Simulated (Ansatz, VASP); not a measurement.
## Ta2N: VASP beside Ansatz

INCAR

```
SYSTEM = Ta2N
PREC = Accurate
ENCUT = 520
EDIFF = 1E-7
ISMEAR = 0
SIGMA = 0.15
LREAL = .False.
LASPH = .True.
NELM = 80
ALGO = Normal
ISIF = 2
LWAVE = .False.
LCHARG = .True.
GGA = PS
LELF = .True.
LVHAR = .True.
NBANDS = 20
```

Contents of KPOINTS:

```
Automatic mesh
0
Gamma
  15 15 8
  0 0 0
```

The input POSCAR:

```
Ta2N
1.0
    3.0782595490      0.0000000000      0.0000000000
   -1.5391297745      2.6658509688      0.0000000000
    0.0000000000      0.0000000000      4.5706764578
Ta N
2 1
Direct
    0.6666666667      0.3333333333      0.7463700642
    0.3333333333      0.6666666667      0.2536299358
    0.0000000000      0.0000000000      0.0000000000
```

Input for Ansatz:

```yaml
crystal:
  lattice:
    - [3.078259549, 0.0, 0.0]
    - [-1.5391297745, 2.6658509688, 0.0]
    - [0.0, 0.0, 4.5706764578]
  atoms:
    - { symbol: Ta, position: [0.6666666667, 0.3333333333, 0.7463700642] }
    - { symbol: Ta, position: [0.3333333333, 0.6666666667, 0.2536299358] }
    - { symbol: "N", position: [0.0, 0.0, 0.0] }
basis:
  ecutwfc: 520.0
kpoints:
  mp_grid: { grid: [15, 15, 8] }
hamiltonian:
  xc: pbesol
  pseudopotentials: { kind: paw, azcp: { folder: soft_1 } }
scf:
  occupations: { method: gaussian, width: 0.15 }
output:
  forces: true
  stress: true
  eigenvalues: true
```

Change from the starting cell: engineering shear strain xy +0.0000, normal strain along z -0.0525.

Alike in both runs: task single point; functional PBEsol; k mesh 15 × 15 × 8; occupations gaussian, width 0.15 eV; no spin polarisation.

```csv
,VASP,Ansatz
version,VASP 6.6.1,Ansatz 0.2.0
potentials or method,"VASP PAW PBE potentials, release 64 (Ta_pv, N), cutoff 520 eV","scalar-relativistic, plane waves, PAW"
valence electrons in the cell,27,31
```

|  | VASP | Ansatz | Ansatz less VASP |
| --- | --- | --- | --- |
| gap on the k mesh at the Fermi level (eV) | none | none | - |
| pressure (GPa) | 19.5 | 18.7 | -0.83 |
| traceless stress, the component that is largest in VASP (GPa) | 9.66 | 9.75 | +0.087 |
| rms of the force components (eV/Å) | 0.012 | 0.044 | +0.0319 |

VASP's potentials were made for PBE, not for PBEsol, and Ansatz warns of the same on its side. Atom by atom the forces differ by 0.032 eV/Å (rms over components). A gap of «none» marks a metal or a gap that the smearing closes. VASP's potentials hold 27 valence electrons a cell and Ansatz's 31, so a difference there can come from the potentials and not from the codes.

Spin-orbit coupling is off throughout.
